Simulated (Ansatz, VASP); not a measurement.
One calculation of Ge5Pd, two programs

```xyz
6
Lattice="0.0000 4.0527 4.0527 4.0527 0.0000 4.0527 4.0527 4.0527 0.0000" Properties=species:S:1:pos:R:3 pbc="T T T"
Ge    4.0527    4.0527    4.0527
Ge    5.1885    5.1885    5.1885
Ge    2.9168    2.9168    5.1885
Ge    2.9168    5.1885    2.9168
Ge    5.1885    2.9168    2.9168
Pd    0.0000    0.0000    0.0000
```

Alike in both runs: task relaxation of cell and atoms; functional PBE; k mesh 4 × 4 × 4; occupations gaussian, width 0.1 eV; no spin polarisation.

|  | VASP | Ansatz |
| --- | --- | --- |
| version | VASP 6.6.1 | Ansatz 0.2.0 |
| potentials or method | VASP PAW PBE potentials, release 64 (Ge_d, Pd), cutoff 600 eV | scalar-relativistic, plane waves, PAW |
| valence electrons in the cell | 80 | 88 |

|  | VASP | Ansatz | Ansatz less VASP |
| --- | --- | --- | --- |
| gap on the k mesh at the Fermi level, each at its own relaxed structure (eV) | none | none | - |
| relaxed volume (Å³/atom) | 32.42 | 32.63 | +0.212 |
| relaxed length of the cell vector where the two differ most in proportion (Å) | 6.503 | 6.518 | +0.0142 |

A gap of «none» marks a metal or a gap that the smearing closes. VASP's potentials hold 80 valence electrons a cell and Ansatz's 88, so a difference there can come from the potentials and not from the codes.

Noted on VASP's run: the volume moved by over 15 % at a fixed basis, so the end points are rough.
